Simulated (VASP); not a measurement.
# PbO2 (Plattnerite) (Pnma) in VASP: electric field gradients with PBE

Aim: the electric field gradients of PbO2 (Plattnerite) with PBE.

Program: VASP 6.6.1. These are calculated values, not measurements. Logs are shortened: lines on timing, memory, paths and dates and some standing lists are left out, and cuts for length are marked.

## (1) The cell of the first run

Symmetry: Pnma, No. 62, orthorhombic system. The conventional cell has a = 5.343 Å, b = 3.295 Å, c = 6.290 Å, α = 90.00°, β = 90.00°, γ = 90.00°. Pb (site symmetry m) has 9 O at 1.99 to 2.47 Å within 2.6 Å. O (site symmetry m) has 4 Pb at 1.99 to 2.21 Å and 7 O at 2.41 to 2.57 Å within 2.6 Å. Within 2.9 Å of O (site symmetry m) lie 5 Pb at 2.16 to 2.47 Å and 10 O at 2.41 to 2.82 Å.

## (2) Electric field gradients, PBE

Contents of INCAR:

```
PREC     = Accurate       # precision mode
ENCUT    = 520            # plane-wave cutoff, eV
EDIFF    = 1E-8           # SCF threshold, eV
ISMEAR   = -1             # smearing method
SIGMA    = 0.02           # smearing width, eV
LREAL    = False          # projectors in reciprocal space
LASPH    = True           # aspherical terms in the spheres
NELM     = 100            # most SCF steps
ALGO     = Normal         # electronic algorithm
ISIF     = 2              # what is computed and relaxed
LWAVE    = False          # write WAVECAR
LCHARG   = False          # write CHGCAR
GGA      = PE             # functional
LEFG     = True         
NBANDS   = 64             # bands
```

Contents of KPOINTS:

```
regular mesh
0
Gamma
  4 6 4
```

Contents of POSCAR:

```
PbO2
1.0
    5.3430000000      0.0000000000      0.0000000000
    0.0000000000      3.2950000000      0.0000000000
    0.0000000000      0.0000000000      6.2900000000
Pb O
4 8
Direct
    0.2570000000      0.2500000000      0.8920000000
    0.7430000000      0.7500000000      0.1080000000
    0.7570000000      0.2500000000      0.6080000000
    0.2430000000      0.7500000000      0.3920000000
    0.3440000000      0.2500000000      0.5840000000
    0.6560000000      0.7500000000      0.4160000000
    0.8440000000      0.2500000000      0.9160000000
    0.1560000000      0.7500000000      0.0840000000
    0.0200000000      0.7500000000      0.6790000000
    0.9800000000      0.2500000000      0.3210000000
    0.5200000000      0.7500000000      0.8210000000
    0.4800000000      0.2500000000      0.1790000000
```

Potentials or basis: VASP PAW PBE potentials, release 64 (Pb_d, O).

The run is started by

```bash
cat potpaw_PBE.64/Pb_d/POTCAR potpaw_PBE.64/O/POTCAR > POTCAR
mpirun -np 1 vasp_std > vasp.out
```

OUTCAR:

```text
PREC = Accurate
   ENCUT = 520
   EDIFF = 1E-8
   ISMEAR = -1
   LREAL = False
   LASPH = True
   NELM = 100
   ISIF = 2
   GGA = PE

 ion  position               nearest neighbor table
   1  0.257  0.250  0.892-   5 1.99   8 2.11   8 2.11  12 2.16  11 2.21  11 2.21   7 2.21   9 2.47
                             9 2.47   3 3.21   3 3.21   2 3.36   2 3.36   2 3.48   2 3.48   4 3.55
   2  0.743  0.750  0.108-   6 1.99   7 2.11   7 2.11  11 2.16  12 2.21  12 2.21   8 2.21  10 2.47
                            10 2.47   4 3.21   4 3.21   1 3.36   1 3.36   1 3.48   1 3.48   3 3.55
   3  0.757  0.250  0.608-   7 1.99   6 2.11   6 2.11  10 2.16   9 2.21   9 2.21   5 2.21  11 2.47
                            11 2.47   1 3.21   1 3.21   4 3.36   4 3.36   4 3.48   4 3.48   2 3.55
   4  0.243  0.750  0.392-   8 1.99   5 2.11   5 2.11   9 2.16  10 2.21  10 2.21   6 2.21  12 2.47
                            12 2.47   2 3.21   2 3.21   3 3.36   3 3.36   3 3.48   3 3.48   1 3.55
   5  0.344  0.250  0.584-   1 1.99   4 2.11   4 2.11   3 2.21
   6  0.656  0.750  0.416-   2 1.99   3 2.11   3 2.11   4 2.21
   7  0.844  0.250  0.916-   3 1.99   2 2.11   2 2.11   1 2.21
   8  0.156  0.750  0.084-   4 1.99   1 2.11   1 2.11   2 2.21
   9  0.020  0.750  0.679-   4 2.16   3 2.21   3 2.21   1 2.47   1 2.47
  10  0.980  0.250  0.321-   3 2.16   4 2.21   4 2.21   2 2.47   2 2.47
  11  0.520  0.750  0.821-   2 2.16   1 2.21   1 2.21   3 2.47   3 2.47
  12  0.480  0.250  0.179-   1 2.16   2 2.21   2 2.21   4 2.47   4 2.47

  LATTYP: Found a simple orthorhombic cell.
 ALAT       =     3.2950000000
 B/A-ratio  =     1.6215477997
 C/A-ratio  =     1.9089529590

  Lattice vectors:

 A1 = (   0.0000000000,  -3.2950000000,   0.0000000000)
 A2 = (   5.3430000000,   0.0000000000,   0.0000000000)
 A3 = (   0.0000000000,   0.0000000000,   6.2900000000)

Analysis of symmetry for initial positions (statically):
=====================================================================
 Subroutine PRICEL returns:
 Original cell was already a primitive cell.

 Routine SETGRP: Setting up the symmetry group for a
 simple orthorhombic supercell.

 Subroutine GETGRP returns: Found  8 space group operations
 (whereof  2 operations were pure point group operations)
 out of a pool of  8 trial point group operations.

The static configuration has the point symmetry S_2 .
 The point group associated with its full space group is D_2h.

Analysis of symmetry for dynamics (positions and initial velocities):
=====================================================================
 Subroutine PRICEL returns:
 Original cell was already a primitive cell.

 Routine SETGRP: Setting up the symmetry group for a
 simple orthorhombic supercell.

 Subroutine GETGRP returns: Found  8 space group operations
 (whereof  2 operations were pure point group operations)
 out of a pool of  8 trial point group operations.

The dynamic configuration has the point symmetry S_2 .
 The point group associated with its full space group is D_2h.

 Subroutine INISYM returns: Found  8 space group operations
 (whereof  2 operations are pure point group operations),
 and found     1 'primitive' translations

----------------------------------------------------------------------------------------

                                     Primitive cell

  volume of cell :     110.7366

  direct lattice vectors                    reciprocal lattice vectors
     5.343000000  0.000000000  0.000000000     0.187160771  0.000000000  0.000000000
     0.000000000  3.295000000  0.000000000     0.000000000  0.303490137  0.000000000
     0.000000000  0.000000000  6.290000000     0.000000000  0.000000000  0.158982512

  length of vectors
     5.343000000  3.295000000  6.290000000     0.187160771  0.303490137  0.158982512

  position of ions in fractional coordinates (direct lattice)
     0.257000000  0.250000000  0.892000000
     0.743000000  0.750000000  0.108000000
     0.757000000  0.250000000  0.608000000
     0.243000000  0.750000000  0.392000000
     0.344000000  0.250000000  0.584000000
     0.656000000  0.750000000  0.416000000
     0.844000000  0.250000000  0.916000000
     0.156000000  0.750000000  0.084000000
     0.020000000  0.750000000  0.679000000
     0.980000000  0.250000000  0.321000000
     0.520000000  0.750000000  0.821000000
     0.480000000  0.250000000  0.179000000

  ion indices of the primitive-cell ions
   primitive index   ion index
                 1           1
                 2           2
                 3           3
                 4           4
                 5           5
                 6           6
                 7           7
[... 78 lines left out ...]
   LREAL  =      F    real-space projection
   EDIFFG = 0.1E-06   stopping-criterion for IOM
   NSW    =      0    number of steps for IOM
   IBRION =     -1    ionic relax: 0-MD 1-quasi-New 2-CG
   NFREE  =      0    steps in history (QN), initial steepest desc. (CG)
   ISIF   =      2    stress and relaxation
   ISYM   =      2    0-nonsym 1-usesym 2-fastsym
   POTIM  = 0.5000    time-step for ionic-motion
   TEBEG  =    0.0;   TEEND  =   0.0 temperature during run
   PSTRESS=    0.0 pullay stress
   NELECT =     104.0000    total number of electrons
   NUPDOWN=      -1.0000    fix difference up-down
   EMIN   =  10.00;   EMAX   =-10.00  energy-range for DOS
   EFERMI =   0.00;   METHOD = LEGACY
   ISMEAR =    -1;   SIGMA  =   0.02  broadening in eV -4-tet -1-fermi 0-gaus
   EFERMI_NEDOS =   21; number of points for ismear=-14 and -15
   IALGO  =     38    algorithm
   IMIX   =      4    mixing-type and parameters
     AMIX     =   0.40;   BMIX     =  1.00
     AMIX_MAG =   1.60;   BMIX_MAG =  1.00
  volume/ion in A,a.u.               =       9.23        62.27
  Fermi-wavevector in a.u.,A,eV,Ry     =   1.603204  3.029617 34.970564  2.570264
  Thomas-Fermi vector in A             =   2.699904
   LORBIT       =      0    0 simple, 1 ext, 2 COOP (PROOUT), +10 PAW based schemes
   GGA     = PE    functional components
   LHFCALC =     F    Hartree Fock is set to
   AEXX    =    0.0000 exact exchange contribution
   IVDW    =     0    specifies the selected vdW correction
   LEPSILON=     F    determine dielectric tensor
   LRPA    =     F    only Hartree local field effects (RPA)
 non-spin polarized calculation
  energy-cutoff  :      520.00
  volume of cell :      110.74
 maximum number of plane-waves:      3008
 NGX is ok and might be reduce to    40
   NGX = 19   NGY = 13   NGZ = 23

 number of electron     104.0000021 magnetization

 Free energy of the ion-electron system (eV)
  ---------------------------------------------------
  ext. energy  EPLUGINS =         0.00000000
  ---------------------------------------------------
  free energy    TOTEN  =       -54.39171282 eV

  energy without entropy =      -54.39017152  energy(sigma->0) =      -54.39094217

 E-fermi :  10.4522     XC(G=0): -13.4324

 val. band max:       10.4117301639   @ k =   0.0000   0.5000   0.0000
 cond. band min:      11.6864979031   @ k =   0.0000   0.0000   0.2500
 fundamental gap:      1.2747677393
 Fermi energy:        10.4521512147

 k-point     1 :       0.0000    0.0000    0.0000
  band No.  band energies     occupation
      1     -10.7968      2.00000
      2      -9.3015      2.00000
      3      -9.2872      2.00000
      4      -8.7426      2.00000
      5      -7.8619      2.00000
      6      -7.6496      2.00000
[... 1597 lines left out ...]
     63      21.4364      0.00000
     64      21.4364      0.00000

 [... further k-points ...]
[... 5 lines left out ...]
  --------------------------------------------------------------------------------------
  -------------------------------------------------------------------------------------
  Total       48.8578246     51.1491432     58.8186219      0.0000000      0.0000000      0.0000000
  in kB      706.8926565    740.0442821    851.0090697      0.0000000      0.0000000      0.0000000
  external PRESSURE =     765.9820028 kB  Pullay stress =       0.0000000 kB

 VOLUME and BASIS-vectors are now :
 -----------------------------------------------------------------------------
  energy-cutoff  :      520.00
  volume of cell :      110.74
      direct lattice vectors                 reciprocal lattice vectors
     5.343000000  0.000000000  0.000000000     0.187160771  0.000000000  0.000000000
     0.000000000  3.295000000  0.000000000     0.000000000  0.303490137  0.000000000
     0.000000000  0.000000000  6.290000000     0.000000000  0.000000000  0.158982512

 POSITION                                       TOTAL-FORCE (eV/Angst)
 -----------------------------------------------------------------------------------
      1.37315      0.82375      5.61068        -0.599584     -0.000000      1.276511
      3.96985      2.47125      0.67932         0.599584     -0.000000     -1.276511
      4.04465      0.82375      3.82432        -0.599584     -0.000000     -1.276511
      1.29835      2.47125      2.46568         0.599584      0.000000      1.276511
      1.83799      0.82375      3.67336         1.231368     -0.000000     -1.798709
      3.50501      2.47125      2.61664        -1.231368     -0.000000      1.798709
      4.50949      0.82375      5.76164         1.231368     -0.000000      1.798709
      0.83351      2.47125      0.52836        -1.231368     -0.000000     -1.798709
      0.10686      2.47125      4.27091         0.100634      0.000000     -0.176321
      5.23614      0.82375      2.01909        -0.100634      0.000000      0.176321
      2.77836      2.47125      5.16409         0.100634     -0.000000      0.176321
      2.56464      0.82375      1.12591        -0.100634      0.000000     -0.176321
 -----------------------------------------------------------------------------------
    total drift:                                0.000000     -0.000000      0.000000

  FREE ENERGIE OF THE ION-ELECTRON SYSTEM (eV)
  ---------------------------------------------------
  free  energy   TOTEN  =       -54.3917128206 eV

  energy  without entropy=      -54.3901715164  energy(sigma->0) =      -54.39094217

 Electric field gradients (V/A^2)
---------------------------------------------------------------------
 ion       V_xx      V_yy      V_zz      V_xy      V_xz      V_yz
---------------------------------------------------------------------
   1     158.890    57.999  -216.889     0.000    98.733    -0.000
   2     158.890    57.999  -216.889    -0.000    98.733    -0.000
   3     158.890    57.999  -216.889     0.000   -98.733    -0.000
   4     158.890    57.999  -216.889    -0.000   -98.733    -0.000
   5     -23.015   -15.204    38.219     0.000   -11.242    -0.000
   6     -23.015   -15.204    38.219     0.000   -11.242     0.000
   7     -23.015   -15.204    38.219    -0.000    11.242     0.000
   8     -23.015   -15.204    38.219    -0.000    11.242    -0.000
   9      -3.034    12.541    -9.507     0.000     0.328    -0.000
  10      -3.034    12.541    -9.507    -0.000     0.328     0.000
  11      -3.034    12.541    -9.507     0.000    -0.328     0.000
  12      -3.034    12.541    -9.507    -0.000    -0.328    -0.000
---------------------------------------------------------------------

 Electric field gradients after diagonalization (V/A^2)
 (convention: |V_zz| > |V_xx| > |V_yy|)
----------------------------------------------------------------------
 ion       V_xx      V_yy      V_zz     asymmetry (V_yy - V_xx)/ V_zz
----------------------------------------------------------------------
   1     183.252    57.999  -241.251       0.519
   2     183.252    57.999  -241.251       0.519
   3     183.252    57.999  -241.251       0.519
   4     183.252    57.999  -241.251       0.519
   5     -25.014   -15.204    40.218       0.244
   6     -25.014   -15.204    40.218       0.244
   7     -25.014   -15.204    40.218       0.244
   8     -25.014   -15.204    40.218       0.244
   9      -9.523    -3.017    12.541       0.519
  10      -9.523    -3.017    12.541       0.519
  11      -9.523    -3.017    12.541       0.519
  12      -9.523    -3.017    12.541       0.519
----------------------------------------------------------------------

           NMR quadrupolar parameters

 Cq : quadrupolar parameter    Cq=e*Q*V_zz/h
 eta: asymmetry parameters     (V_yy - V_xx)/ V_zz
 Q  : nuclear electric quadrupole moment in mb (millibarn)
----------------------------------------------------------------------
 ion       Cq(MHz)       eta       Q (mb)
----------------------------------------------------------------------
   1      -0.583       0.519       1.000
   2      -0.583       0.519       1.000
   3      -0.583       0.519       1.000
   4      -0.583       0.519       1.000
   5       0.097       0.244       1.000
   6       0.097       0.244       1.000
   7       0.097       0.244       1.000
   8       0.097       0.244       1.000
   9       0.030       0.519       1.000
  10       0.030       0.519       1.000
  11       0.030       0.519       1.000
  12       0.030       0.519       1.000
----------------------------------------------------------------------
```

It took 6 min on 1 thread of Intel Xeon 6975P-C, shared host; peak memory 0.33 GiB.

What came out:

* Free energy: -54.3917 eV
* Pressure: 76.6 GPa
* Largest force: 2.180 eV/Å
* Band gap on the k mesh: zero (band 52 reaches 10.41 eV, above the bottom of band 53 at 10.32 eV)

Forces in eV/Å, atoms in the order of the input:
```
Pb  -0.600  0.000  1.277
Pb   0.600  0.000 -1.277
Pb  -0.600  0.000 -1.277
Pb   0.600  0.000  1.277
O    1.231  0.000 -1.799
O   -1.231  0.000  1.799
O    1.231  0.000  1.799
O   -1.231  0.000 -1.799
O    0.101  0.000 -0.176
O   -0.101  0.000  0.176
O    0.101  0.000  0.176
O   -0.101  0.000 -0.176
```

Electric field gradients, principal values (V/Å²):
```tsv
atom	least	middle	greatest (by size)
1 Pb	57.999	183.252	-241.251
2 Pb	57.999	183.252	-241.251
3 Pb	57.999	183.252	-241.251
4 Pb	57.999	183.252	-241.251
5 O	-15.204	-25.014	40.218
6 O	-15.204	-25.014	40.218
7 O	-15.204	-25.014	40.218
8 O	-15.204	-25.014	40.218
9 O	-3.017	-9.523	12.541
10 O	-3.017	-9.523	12.541
11 O	-3.017	-9.523	12.541
12 O	-3.017	-9.523	12.541
```

Caveat: without QUAD_EFG the Cq values of the log hold for a quadrupole moment of 1 mb, not for the nuclei; spin-orbit coupling is left out, which moves the levels of the heavy elements; forces of over 1 eV/Å act on the atoms, so gaps and moduli don't describe the material at rest.
